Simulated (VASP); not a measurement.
Input of a VASP 6.6.1 run:

INCAR

```
SYSTEM = Al
ALGO     = Normal         ! electronic algorithm
DIPOL    = 0.5 0.5 0.665
EDIFF    = 1E-6           ! SCF threshold, eV
ENCUT    = 400            ! plane-wave cutoff, eV
GGA      = PE             ! functional
GGA_COMPAT= .False.      
IDIPOL   = 3            
ISIF     = 2              ! what is computed and relaxed
ISMEAR   = 1              ! smearing method
LASPH    = .True.         ! aspherical terms in the spheres
LCHARG   = .True.         ! write CHGCAR
LDIPOL   = .True.       
LELF     = .True.         ! ELF
LREAL    = .False.        ! projectors in reciprocal space
LVACPOTAV= .True.       
LVHAR    = .True.       
LWAVE    = .False.        ! write WAVECAR
NBANDS   = 14             ! bands
NELM     = 120            ! most SCF steps
NELMDL   = -8           
PREC     = Accurate       ! precision mode
SIGMA    = 0.1            ! smearing width, eV
```

File KPOINTS:

```
k-points
0
Gamma
  21 21 1
  0 0 0
```

POSCAR

```
Al
1.0
    3.0028735734      0.0000000291      0.0000000000
   -1.5014368119      2.6005647843      0.0000000000
    0.0000000000      0.0000000000     28.1269674923
Al
4
Direct
    0.3333333333      0.6666666667      0.5475839865
    0.0000000000      0.0000000000      0.6255994286
    0.6666666667      0.3333333333      0.7036987581
    0.3333333333      0.6666666667      0.7827716025
```

Potentials or basis: VASP PAW PBE potentials, release 64 (Al).

The run is started by

```sh
$ cat potpaw_PBE.64/Al/POTCAR > POTCAR
$ mpirun -np 1 vasp_std > vasp.out
```

**Question.** Estimate the largest force.

**Answer.** 0.195 eV/Å.

**Question.** Estimate the band gap on the k mesh.

**Answer.** Zero (band 6 reaches 1.22 eV, above the bottom of band 7 at -1.40 eV).

Forces on the atoms (eV/Å):
```
Al   0.000  0.000 -0.195
Al   0.000  0.000  0.134
Al   0.000  0.000 -0.039
Al   0.000  0.000  0.100
```
